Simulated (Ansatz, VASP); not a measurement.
# Two plane-wave programs on GaIr5

Contents of INCAR:

```
PREC = Accurate ; ENCUT = 600
EDIFF = 1E-6 ; ISMEAR = 0
SIGMA = 0.2 ; LREAL = False
LASPH = True ; NELM = 100
ALGO = Normal ; ISIF = 3
LWAVE = False ; LCHARG = False
GGA = PE ; IBRION = 2
NSW = 36 ; EDIFFG = -0.08
```

Contents of KPOINTS:

```
regular mesh
0
Gamma
  7 7 2
```

POSCAR

```
GaIr5
1.0
    2.7180000000      0.0000000000      0.0000000000
   -1.3590000000      2.3538570500      0.0000000000
    0.0000000000      0.0000000000     13.3200000000
Ga Ir
1 5
Direct
    0.0000000000      0.0000000000      0.0000000000
    0.3333333300      0.6666666700      0.1666700000
    0.6666666700      0.3333333300      0.3333300000
    0.6666666700      0.3333333300      0.8333300000
    0.3333333300      0.6666666700      0.6666700000
    0.0000000000      0.0000000000      0.5000000000
```

Input for Ansatz:

```yaml
crystal:
  lattice:
    - [2.718, 0.0, 0.0]
    - [-1.359, 2.35385705, 0.0]
    - [0.0, 0.0, 13.32]
  atoms:
    - { symbol: Ga, position: [0.0, 0.0, 0.0] }
    - { symbol: Ir, position: [0.33333333, 0.66666667, 0.16667] }
    - { symbol: Ir, position: [0.66666667, 0.33333333, 0.33333] }
    - { symbol: Ir, position: [0.66666667, 0.33333333, 0.83333] }
    - { symbol: Ir, position: [0.33333333, 0.66666667, 0.66667] }
    - { symbol: Ir, position: [0.0, 0.0, 0.5] }
basis:
  ecutwfc: 420
kpoints:
  mp_grid: { grid: [7, 7, 2] }
hamiltonian:
  xc: pbe
scf:
  occupations: { method: gaussian, width: 0.2 }
  lower_state_search: "off"
output:
  forces: true
  stress: true
  eigenvalues: true
relax:
  adjacent_minimum: "off"
  f_tol: 0.08
  max_steps: 16
  cell: { stress_tol: 0.8 }
```

Alike in both runs: task relaxation of cell and atoms; functional PBE; k mesh 7 × 7 × 2; occupations gaussian, width 0.2 eV; no spin polarisation.

```csv
,VASP,Ansatz
version,VASP 6.6.1,Ansatz 0.2.0
potentials or method,"VASP PAW PBE potentials, release 64 (Ga_d, Ir), cutoff 600 eV","scalar-relativistic, plane waves, PAW"
valence electrons in the cell,58,98
```

Ansatz gave:

```
gap on the k mesh at the Fermi level, each at its own relaxed structure (eV) : none
relaxed volume (Å³/atom)                                                     : 14.47
relaxed length of the cell vector where the two differ most in proportion (Å)              : 13.163
```

Question: Estimate VASP's values.

Answer: gap on the k mesh at the Fermi level, each at its own relaxed structure (eV): none; relaxed volume (Å³/atom): 14.48; relaxed length of the cell vector where the two differ most in proportion (Å): 13.181.

A gap of «none» marks a metal or a gap that the smearing closes. VASP's potentials hold 58 valence electrons a cell and Ansatz's 98, so a difference there can come from the potentials and not from the codes.

The k mesh is coarse, so the values compare programs but aren't converged. Neither program's run includes spin-orbit coupling. Noted on VASP's run: too few bands were computed for a metal, which touches its energy and stress.
